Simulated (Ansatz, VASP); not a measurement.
## CrO2 in VASP and in Ansatz

File INCAR:

```
ALGO     = Normal         # electronic algorithm
EDIFF    = 1E-6           # SCF threshold, eV
ENCUT    = 520            # plane-wave cutoff, eV
GGA      = PE             # functional
ISIF     = 2              # what is computed and relaxed
ISMEAR   = 1              # smearing method
ISPIN    = 2              # spin polarisation
LASPH    = True           # aspherical terms in the spheres
LCHARG   = False          # write CHGCAR
LMAXMIX  = 4              # l up to which the mixer works
LORBIT   = 11             # projections on sites
LREAL    = False          # projectors in reciprocal space
LWAVE    = False          # write WAVECAR
MAGMOM   = 3 3 0 0 0 0    # initial moments
NBANDS   = 37             # bands
NELM     = 150            # most SCF steps
PREC     = Accurate       # precision mode
SIGMA    = 0.15           # smearing width, eV
```

File KPOINTS:

```
k-points
0
Gamma
  6 6 9
```

Contents of POSCAR:

```
CrO2
1.0
    4.4210000000      0.0000000000      0.0000000000
    0.0000000000      4.4210000000      0.0000000000
    0.0000000000      0.0000000000      2.9170000000
Cr O
2 4
Direct
    0.0000000000      0.0000000000      0.0000000000
    0.5000000000      0.5000000000      0.5000000000
    0.3010000000      0.3010000000      0.0000000000
    0.1990000000      0.8010000000      0.5000000000
    0.6990000000      0.6990000000      0.0000000000
    0.8010000000      0.1990000000      0.5000000000
```

Input for Ansatz:

```yaml
crystal:
  lattice:
    - [4.421, 0.0, 0.0]
    - [0.0, 4.421, 0.0]
    - [0.0, 0.0, 2.917]
  atoms:
    - { symbol: Cr, position: [0.0, 0.0, 0.0] }
    - { symbol: Cr, position: [0.5, 0.5, 0.5] }
    - { symbol: O, position: [0.301, 0.301, 0.0] }
    - { symbol: O, position: [0.199, 0.8010000000000002, 0.5] }
    - { symbol: O, position: [0.699, 0.699, 0.0] }
    - { symbol: O, position: [0.8010000000000002, 0.199, 0.5] }
basis:
  ecutwfc: 450.0
kpoints:
  mp_grid:
    grid: [6, 6, 9]
    shift: [0.0, 0.0, 0.0]
hamiltonian:
  xc: pbe
  hubbard:
    - { species: Cr, l: d, u_eff: 0.0 }
magnetization:
  spin_polarized: true
  per_species:
    Cr: 3.0
scf:
  occupations:
    method: cold
    width: 0.15
output:
  eigenvalues: true
```

Alike in both runs: task single point; functional PBE; k mesh 6 × 6 × 9; collinear spin.

|  | VASP | Ansatz |
| --- | --- | --- |
| version | VASP 6.6.1 | Ansatz 0.2.0 |
| potentials or method | VASP PAW PBE potentials, release 64 (Cr_pv, O), cutoff 520 eV | plane waves, PAW |
| occupations | methfessel-paxton of order 1, width 0.15 eV | cold, width 0.15 eV |
| valence electrons in the cell | 48 | 52 |

|  | VASP | Ansatz | Ansatz less VASP |
| --- | --- | --- | --- |
| gap on the k mesh at the Fermi level (eV) | none | none | - |
| net moment per atom (μB) | 0.67 | 0.67 | 0.000 |
| size of the moment on the site where the two differ most (μB) | 2.10 | 1.72 | -0.372 |

Site moments also hang on the region over which each program counts them. A gap of «none» marks a metal or a gap that the smearing closes. VASP's potentials hold 48 valence electrons a cell and Ansatz's 52, so a difference there can come from the potentials and not from the codes. Ansatz's warnings: stability check not made.
